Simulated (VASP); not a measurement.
**Ir: single point with r2SCAN**

Ir:

```
Ir
1.0
     0.00000    1.95978    1.95978
     1.95978    0.00000    1.95978
     1.95978    1.95978    0.00000
Ir
1
Cartesian
  0.0000 0.0000 0.0000
```

* Program: VASP 6.6.1
* Task: single point
* Functional: r2SCAN
* Potentials or basis: VASP PAW PBE potentials, release 64 (Ir_sv_GW)
* Cutoff: 620 eV
* k mesh: 18 × 18 × 18
* Occupations: gaussian, width 0.1 eV
* Spin: no spin polarisation

```json
{"Pressure": "-19.8 GPa", "Band gap on the k mesh": "zero (an odd number of electrons rules out a gap without spin polarisation)"}
```

Levels at points of the mesh, in eV from the Fermi level:
```csv
k point,band 6,band 7,band 8,band 9,band 10,band 11
"(0.00, 0.00, 0.00)",-3.66,-3.66,-3.66,-1.22,-1.22,14.41
"(0.50, 0.00, 0.00)",-3.80,-3.80,-0.56,0.80,0.80,7.03
"(0.50, 0.50, 0.00)",-6.97,0.71,1.38,1.38,1.73,10.23
```

Run time: 3.7 min on 1 thread of Intel(R) Xeon(R) Platinum 8259CL CPU @ 2.50GHz (Skylake/Cascade Lake) (shared host), peak memory 0.19 GiB.

Caveat: the cell stands under tension; the PAW data sets were made with another functional, which shifts forces and pressure a little; spin-orbit coupling is left out, which moves the levels of the heavy elements.
